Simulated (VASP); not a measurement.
Runs of VASP 6.6.1 on TiAl. The structure is that of space group P-6m2 (No. 187), or close to it. The cells are those of the table. 

| task | level | potentials or basis | cell | k mesh | cutoff (eV) | smearing | dipole correction | grid for exact exchange (PRECFOCK) | share of exact exchange | screening parameter | tolerance level | gap on the mesh (eV) | pressure (GPa) |
| --- | --- | --- | --- | --- | --- | --- | --- | --- | --- | --- | --- | --- | --- |
| single point | PBE0 | VASP PAW PBE potentials, release 64 (Ti_sv, Al) | a = 2.886, b = 2.886, c = 4.709 Å, angles 90.0, 90.0, 120.0°, 2 atoms | 6 × 6 × 4 | 520 | fermi-dirac 0.05 eV | no | Normal | 0.25 | - | - | none | (a) |
| single point | r2SCANh | VASP PAW PBE potentials, release 64 (Ti_sv, Al) | a = 2.867, b = 2.867, c = 4.678 Å, angles 90.0, 90.0, 120.0°, 2 atoms | 6 × 6 × 3 | 520 | fermi-dirac 0.05 eV | no | Normal | 0.1 | - | - | none | -1.2 |
| single point | PBEsol-based screened hybrid with 25 % exact exchange | VASP PAW PBE potentials, release 64 (Ti_sv, Al) | a = 2.855, b = 2.855, c = 4.597 Å, angles 90.0, 90.0, 120.0°, 2 atoms | 6 × 6 × 3 | 520 | fermi-dirac 0.05 eV | no | Normal | 0.25 | 0.207 1/Å | - | none | -0.2 |
| single point | rSCAN | VASP PAW PBE potentials, release 64 (Ti_sv, Al) | a = 2.867, b = 2.867, c = 4.678 Å, angles 90.0, 90.0, 120.0°, 2 atoms | 13 × 13 × 7 | 440 | methfessel-paxton 0.1 eV | - | - | - | - | tight | none | -1.2 |
| relaxation of cell and atoms | LDA | VASP PAW LDA potentials, release 64 (Ti_sv, Al) | relaxed from a = 2.867, b = 2.867, c = 4.678 Å, angles 90.0, 90.0, 120.0°, 2 atoms | 11 × 11 × 6 | 600 | fermi-dirac 0.05 eV | no | - | - | - | - | none | -0.1 |

Alike in all rows: no spin polarisation.

Task: Estimate the missing entries.

Result: (a) -4.3.

Caveats: some runs use coarse meshes; the PAW data sets were made with another functional, which shifts forces and pressure a little (at least some runs).

A gap of «none» marks levels without a gap at the run's occupations.
